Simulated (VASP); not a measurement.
Runs of VASP 6.6.1 on ZnS. The structure is that of space group P6_3mc (No. 186), or close to it. The cells are those of the table. 

```tsv
task	cell	cutoff (eV)	gap on the mesh (eV)	pressure (GPa)
single point	a = 3.710, b = 3.710, c = 6.100 Å, angles 90.0, 90.0, 120.0°, 4 atoms	520	2.33	2.3
single point	a = 3.738, b = 3.738, c = 6.143 Å, angles 90.0, 90.0, 120.0°, 4 atoms	520	2.23	0.3
single point	a = 3.649, b = 3.649, c = 6.013 Å, angles 90.0, 90.0, 120.0°, 4 atoms	520	(b)	7.4
single point	a = 3.770, b = 3.770, c = 6.188 Å, angles 90.0, 90.0, 120.0°, 4 atoms	520	2.12	-1.7
single point	a = 3.684, b = 3.684, c = 6.063 Å, angles 90.0, 90.0, 120.0°, 4 atoms	520	2.42	4.3
relaxation of cell and atoms	relaxed to 15 GPa from a = 3.738, b = 3.738, c = 6.143 Å, angles 90.0, 90.0, 120.0°, 4 atoms	600	(a)	15.0
single point	a = 3.617, b = 3.617, c = 5.971 Å, angles 90.0, 90.0, 120.0°, 4 atoms	520	2.66	10.4
relaxation of cell and atoms	relaxed to -2 GPa from a = 3.738, b = 3.738, c = 6.143 Å, angles 90.0, 90.0, 120.0°, 4 atoms	600	2.10	-2.0
relaxation of cell and atoms	relaxed to 2 GPa from a = 3.738, b = 3.738, c = 6.143 Å, angles 90.0, 90.0, 120.0°, 4 atoms	600	2.31	2.0
relaxation of cell and atoms	relaxed to 10 GPa from a = 3.738, b = 3.738, c = 6.143 Å, angles 90.0, 90.0, 120.0°, 4 atoms	600	2.65	10.0
```

Alike in all rows: level LDA; potentials or basis VASP PAW LDA potentials, release 64 (Zn, S); no spin polarisation; k mesh 6 × 6 × 4; smearing gaussian 0.01 eV.

Problem. Fill in the values left out.

Solution. (a) 2.81; (b) 2.55.

Caveats: the cell is relaxed towards a set pressure, so the enthalpy falls and the energy may rise (some runs).

A k mesh can miss the band edges.
